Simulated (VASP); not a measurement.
Runs of VASP 6.6.1 on BaTiO3. The structure is that of space group P4/mmm (No. 123), or close to it. The cells are those of the table. 

| cell | gap on the mesh (eV) | pressure (GPa) |
| --- | --- | --- |
| a = 3.683, b = 3.683, c = 4.788 Å, 5 atoms | (a) | 17.7 |
| a = 4.133, b = 4.133, c = 3.802 Å, 5 atoms | 1.55 | (b) |
| a = 4.243, b = 4.243, c = 3.607 Å, 5 atoms | 1.42 | 7.8 |
| a = 4.366, b = 4.366, c = 3.406 Å, 5 atoms | 1.28 | 16.9 |

Alike in all rows: task single point; level PBE; potentials or basis VASP PAW PBE potentials, release 64 (Ba_sv, Ti_sv, O_h); no spin polarisation; k mesh 8 × 8 × 8; cutoff (eV) 1340; smearing gaussian 0.05 eV.

**Question.** Estimate the missing entries.

**Answer.** (a) 1.27; (b) 3.2.

Caveats: spin-orbit coupling is left out, which moves the levels of the heavy elements; the stress differs along the axes, from -13 to 33 GPa (at least some runs); the stress differs along the axes, from -3 to 15 GPa (at least some runs); the stress differs along the axes, from -6 to 35 GPa (at least some runs); the stress differs along the axes, from -9 to 68 GPa (at least some runs).

A k mesh can miss the band edges, and the runs leave out spin-orbit coupling on Ba.
